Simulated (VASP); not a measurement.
# ScBi2 (Fd-3m) in VASP: further runs

ScBi2 is run at these levels: r2SCAN; tasks: single point.

Everything below comes from runs of VASP 6.6.1. Logs are shortened: lines on timing, memory, paths and dates and some standing lists are left out, and cuts for length are marked.

**1. The cell of the first run**

The structure is cubic, space group Fd-3m (No. 227). Conventional cell: a = 8.673 Å, b = 8.673 Å, c = 8.673 Å, α = 90.00°, β = 90.00°, γ = 90.00°. Sc (site symmetry -43m) has 12 Bi at 3.60 Å and 4 Sc at 3.76 Å within 4.7 Å. Within 4.0 Å of Bi (site symmetry -3m) lie 6 Bi at 3.07 Å and 6 Sc at 3.60 Å.

**2. Single point, r2SCAN**

POSCAR reads:

```
ScBi2
1.0
    0.0000000000      4.3363015035      4.3363015035
    4.3363015035      0.0000000000      4.3363015035
    4.3363015035      4.3363015035      0.0000000000
Sc Bi
2 4
Direct
    0.0000000000      0.0000000000      0.0000000000
    0.2500000000      0.2500000000      0.2500000000
    0.6250000000      0.6250000000      0.6250000000
    0.1250000000      0.6250000000      0.6250000000
    0.6250000000      0.6250000000      0.1250000000
    0.6250000000      0.1250000000      0.6250000000
```

INCAR.step1 reads:

```
SYSTEM = ScBi2
  PREC = Accurate
  ENCUT = 520
  ISMEAR = 0
  SIGMA = 0.1
  LREAL = .FALSE.
  LASPH = .TRUE.
  NELM = 80
  NBANDS = 50
  GGA = PE
  ALGO = Normal
  EDIFF = 1E-4
  LWAVE = .TRUE.
  LCHARG = .FALSE.
```

INCAR.step2 reads:

```
SYSTEM = ScBi2
  PREC = Accurate
  ENCUT = 520
  EDIFF = 1E-6
  ISMEAR = 0
  SIGMA = 0.1
  LREAL = .FALSE.
  LASPH = .TRUE.
  NELM = 80
  ALGO = Normal
  ISIF = 2
  LWAVE = .FALSE.
  LCHARG = .FALSE.
  METAGGA = R2SCAN
  LMIXTAU = .TRUE.
  NBANDS = 50
  ISTART = 1
```

KPOINTS reads:

```
Automatic mesh
0
G
  4 4 4
  0 0 0
```

Potentials or basis: VASP PAW PBE potentials, release 64 (Sc_sv, Bi_d).

Started as:

```bash
$ cat potpaw_PBE.64/Sc_sv/POTCAR potpaw_PBE.64/Bi_d/POTCAR > POTCAR
$ cp INCAR.step1 INCAR
$ mpirun -np 1 vasp_std > vasp.out
$ cp INCAR.step2 INCAR
$ mpirun -np 1 vasp_std > vasp.out
```

OUTCAR:

```text
SYSTEM = ScBi2
   PREC = Accurate
   ENCUT = 520
   EDIFF = 1E-6
   ISMEAR = 0
   LREAL = .FALSE.
   LASPH = .TRUE.
   NELM = 80
   ISIF = 2
   METAGGA = R2SCAN
   ISTART = 1

 ion  position               nearest neighbor table
   1  0.000  0.000  0.000-   3 3.60   5 3.60   6 3.60   3 3.60   4 3.60   5 3.60   3 3.60   4 3.60
                             6 3.60   4 3.60   5 3.60   6 3.60
   2  0.250  0.250  0.250-   4 3.60   5 3.60   6 3.60   3 3.60   4 3.60   6 3.60   3 3.60   4 3.60
                             5 3.60   3 3.60   5 3.60   6 3.60
   3  0.625  0.625  0.625-   4 3.07   5 3.07   6 3.07   5 3.07   6 3.07   4 3.07   1 3.60   2 3.60
                             1 3.60   2 3.60   1 3.60   2 3.60
   4  0.125  0.625  0.625-   3 3.07   5 3.07   6 3.07   3 3.07   5 3.07   6 3.07   2 3.60   1 3.60
                             1 3.60   2 3.60   2 3.60   1 3.60
   5  0.625  0.625  0.125-   3 3.07   3 3.07   4 3.07   6 3.07   6 3.07   4 3.07   1 3.60   2 3.60
                             1 3.60   2 3.60   1 3.60   2 3.60
   6  0.625  0.125  0.625-   3 3.07   5 3.07   3 3.07   4 3.07   5 3.07   4 3.07   2 3.60   1 3.60
                             2 3.60   2 3.60   1 3.60   1 3.60

  LATTYP: Found a face centered cubic cell.
 ALAT       =     8.6726030070

  Lattice vectors:

 A1 = (   0.0000000000,   4.3363015035,   4.3363015035)
 A2 = (   4.3363015035,   0.0000000000,   4.3363015035)
 A3 = (   4.3363015035,   4.3363015035,   0.0000000000)

Analysis of symmetry for initial positions (statically):
=====================================================================
 Subroutine PRICEL returns:
 Original cell was already a primitive cell.

 Routine SETGRP: Setting up the symmetry group for a
 face centered cubic supercell.

 Subroutine GETGRP returns: Found 48 space group operations
 (whereof 24 operations were pure point group operations)
 out of a pool of 48 trial point group operations.

The static configuration has the point symmetry T_d .
 The point group associated with its full space group is O_h .

Analysis of symmetry for dynamics (positions and initial velocities):
=====================================================================
 Subroutine PRICEL returns:
 Original cell was already a primitive cell.

 Routine SETGRP: Setting up the symmetry group for a
 face centered cubic supercell.

 Subroutine GETGRP returns: Found 48 space group operations
 (whereof 24 operations were pure point group operations)
 out of a pool of 48 trial point group operations.

[... 94 lines left out ...]
   EDIFFG = 0.1E-04   stopping-criterion for IOM
   NSW    =      0    number of steps for IOM
   IBRION =     -1    ionic relax: 0-MD 1-quasi-New 2-CG
   NFREE  =      0    steps in history (QN), initial steepest desc. (CG)
   ISIF   =      2    stress and relaxation
   ISYM   =      2    0-nonsym 1-usesym 2-fastsym
   POTIM  = 0.5000    time-step for ionic-motion
   TEBEG  =    0.0;   TEEND  =   0.0 temperature during run
   PSTRESS=    0.0 pullay stress
   NELECT =      82.0000    total number of electrons
   NUPDOWN=      -1.0000    fix difference up-down
   EMIN   =  10.00;   EMAX   =-10.00  energy-range for DOS
   EFERMI =   0.00;   METHOD = LEGACY
   ISMEAR =     0;   SIGMA  =   0.10  broadening in eV -4-tet -1-fermi 0-gaus
   EFERMI_NEDOS =   21; number of points for ismear=-14 and -15
   IALGO  =     38    algorithm
   IMIX   =      4    mixing-type and parameters
     AMIX     =   0.40;   BMIX     =  1.00
     AMIX_MAG =   1.60;   BMIX_MAG =  1.00
  volume/ion in A,a.u.               =      27.18       183.41
  Fermi-wavevector in a.u.,A,eV,Ry     =   1.301817  2.460078 23.058172  1.694728
  Thomas-Fermi vector in A             =   2.432926
   LORBIT       =      0    0 simple, 1 ext, 2 COOP (PROOUT), +10 PAW based schemes
   METAGGA = R2SCAN    functional components
   LHFCALC =     F    Hartree Fock is set to
   AEXX    =    0.0000 exact exchange contribution
   IVDW    =     0    specifies the selected vdW correction
   LEPSILON=     F    determine dielectric tensor
   LRPA    =     F    only Hartree local field effects (RPA)
 non-spin polarized calculation
 Gauss-broadening in eV      SIGMA  =   0.10
  energy-cutoff  :      520.00
  volume of cell :      163.08
 maximum number of plane-waves:      4477
 NGX is ok and might be reduce to    48
   NGX = 23   NGY = 23   NGZ = 23

 number of electron      81.9999978 magnetization

 Free energy of the ion-electron system (eV)
  ---------------------------------------------------
  ext. energy  EPLUGINS =         0.00000000
  ---------------------------------------------------
  free energy    TOTEN  =      -254.84124388 eV

  energy without entropy =     -254.80380300  energy(sigma->0) =     -254.82252344

 E-fermi :   8.0015     XC(G=0): -11.2562

 val. band max:        7.9716157065   @ k =   0.2500   0.2500   0.0000
 cond. band min:       8.0242479922   @ k =   0.5000   0.5000   0.0000
 fundamental gap:      0.0526322857
 Fermi energy:         8.0014860589

 k-point     1 :       0.0000    0.0000    0.0000
  band No.  band energies     occupation
      1     -44.7945      2.00000
      2     -44.7879      2.00000
      3     -22.4481      2.00000
      4     -22.4481      2.00000
      5     -22.4480      2.00000
      6     -22.4197      2.00000
[... 413 lines left out ...]
     49       9.4798      0.00000
     50       9.4799      0.00000

------------------------ aborting loop because EDIFF is reached ----------------------------------------

  FORCE on cell =-STRESS in cart. coord.  units (eV):
  Direction    XX          YY          ZZ          XY          YZ          ZX
  --------------------------------------------------------------------------------------
  -------------------------------------------------------------------------------------
  Total        9.1772802      9.1772802      9.1772802      0.0000000      0.0000000      0.0000000
  in kB       90.1646216     90.1646216     90.1646216      0.0000000      0.0000000      0.0000000
  external PRESSURE =      90.1646216 kB  Pullay stress =       0.0000000 kB

 VOLUME and BASIS-vectors are now :
 -----------------------------------------------------------------------------
  energy-cutoff  :      520.00
  volume of cell :      163.08
      direct lattice vectors                 reciprocal lattice vectors
     0.000000000  4.336301503  4.336301503    -0.115305635  0.115305635  0.115305635
     4.336301503  0.000000000  4.336301503     0.115305635 -0.115305635  0.115305635
     4.336301503  4.336301503  0.000000000     0.115305635  0.115305635 -0.115305635

 POSITION                                       TOTAL-FORCE (eV/Angst)
 -----------------------------------------------------------------------------------
      0.00000      0.00000      0.00000        -0.000000     -0.000000     -0.000000
      2.16815      2.16815      2.16815         0.000000      0.000000      0.000000
      5.42038      5.42038      5.42038        -0.000000      0.000000     -0.000000
      5.42038      3.25223      3.25223        -0.000000      0.000000     -0.000000
      3.25223      3.25223      5.42038        -0.000000      0.000000     -0.000000
      3.25223      5.42038      3.25223        -0.000000      0.000000     -0.000000
 -----------------------------------------------------------------------------------
    total drift:                                0.000000      0.000000      0.000000

  FREE ENERGIE OF THE ION-ELECTRON SYSTEM (eV)
  ---------------------------------------------------
  free  energy   TOTEN  =      -254.8412438841 eV

  energy  without entropy=     -254.8038030047  energy(sigma->0) =     -254.82252344
```

OUTCAR.step1:

```text
SYSTEM = ScBi2
   PREC = Accurate
   ENCUT = 520
   ISMEAR = 0
   LREAL = .FALSE.
   LASPH = .TRUE.
[... 650 lines left out ...]
      5.42038      3.25223      3.25223        -0.000000      0.000000     -0.000000
      3.25223      3.25223      5.42038        -0.000000      0.000000     -0.000000
      3.25223      5.42038      3.25223        -0.000000      0.000000     -0.000000
 -----------------------------------------------------------------------------------
    total drift:                                0.000000      0.000000      0.000000

  FREE ENERGIE OF THE ION-ELECTRON SYSTEM (eV)
  ---------------------------------------------------
  free  energy   TOTEN  =       -26.4005996295 eV

  energy  without entropy=      -26.3618628968  energy(sigma->0) =      -26.38123126
```

OSZICAR.step1:

```text
N       E                     dE             d eps       ncg     rms          rms(c)
DAV:   1     0.121755400744E+04    0.12176E+04   -0.39580E+04   800   0.201E+03
DAV:   2     0.129015099970E+03   -0.10885E+04   -0.10745E+04   816   0.663E+02
DAV:   3    -0.177419679065E+02   -0.14676E+03   -0.14248E+03  1024   0.267E+02
DAV:   4    -0.283624932935E+02   -0.10621E+02   -0.10355E+02  1240   0.694E+01
DAV:   5    -0.288894238662E+02   -0.52693E+00   -0.51957E+00  1296   0.128E+01    0.742E+00
DAV:   6    -0.265101474831E+02    0.23793E+01   -0.13496E+01  1200   0.144E+01    0.214E+00
DAV:   7    -0.264382639174E+02    0.71884E-01   -0.10223E+00  1190   0.598E+00    0.116E+00
DAV:   8    -0.264105240613E+02    0.27740E-01   -0.30615E-01  1072   0.322E+00    0.682E-01
DAV:   9    -0.264019775824E+02    0.85465E-02   -0.10324E-01  1096   0.223E+00    0.226E-01
DAV:  10    -0.264005733914E+02    0.14042E-02   -0.10156E-02  1288   0.582E-01    0.356E-02
DAV:  11    -0.264005996295E+02   -0.26238E-04   -0.36320E-04   760   0.123E-01
   1 F= -.26400600E+02 E0= -.26381231E+02  d E =-.387367E-01
```

It took 12 min on 1 thread of Oxide Virtual Turin-like, shared host; peak memory 0.35 GiB.

Results:

```yaml
Free_energy: -254.8412 eV
Pressure: 9.0 GPa
Band_gap_on_the_k_mesh: zero (bands 41 and 42 overlap by 1.36 eV)
```

Caveat: the cell stands under pressure; the PAW data sets were made with another functional, which shifts forces and pressure a little; spin-orbit coupling is left out, which moves the levels of the heavy elements.

(Part 1 of 2 ends here.)
